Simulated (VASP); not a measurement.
Mg2Sn: single point with r2SCAN

The system is Mg2Sn.

```xyz
3
Lattice="0.0000 3.4196 3.4196 3.4196 0.0000 3.4196 3.4196 3.4196 0.0000" Properties=species:S:1:pos:R:3 pbc="T T T"
Sn    0.0000    0.0000    0.0000
Mg    1.7098    1.7098    1.7098
Mg    5.1294    5.1294    5.1294
```

```json
{
  "Program": "VASP 6.6.1",
  "Task": "single point",
  "Functional": "r2SCAN",
  "Potentials or basis": "VASP PAW PBE potentials, release 64 (Sn_d, Mg)",
  "Cutoff": "660 eV",
  "k mesh": "9 × 9 × 9",
  "Occupations": "fermi-dirac, width 0.1 eV",
  "Spin": "no spin polarisation",
  "Dipole correction": "no",
  "Further INCAR settings": "ALGO = Normal; EDIFF = 1e-06; NBANDS = 16"
}
```

The pressure is -1.6 GPa and the band gap on the k mesh is 0.15 eV, indirect (least direct gap 1.79 eV).

Levels at points of the mesh, in eV from the valence-band top:
| k point | band 7 | band 8 | band 9 | band 10 | band 11 | band 12 |
| --- | --- | --- | --- | --- | --- | --- |
| (0.00, 0.00, 0.00) | 0.00 | 0.00 | 0.00 | 1.79 | 2.34 | 2.34 |

Run time: 3.9 min on 1 thread of AMD EPYC 7R43 64-Core Processor (Zen 3), with other jobs on the host, peak memory 0.28 GiB.

Caveat: the PAW data sets were made with another functional, which shifts forces and pressure a little; spin-orbit coupling is left out, which moves the levels of the heavy elements. A k mesh can miss the band edges.
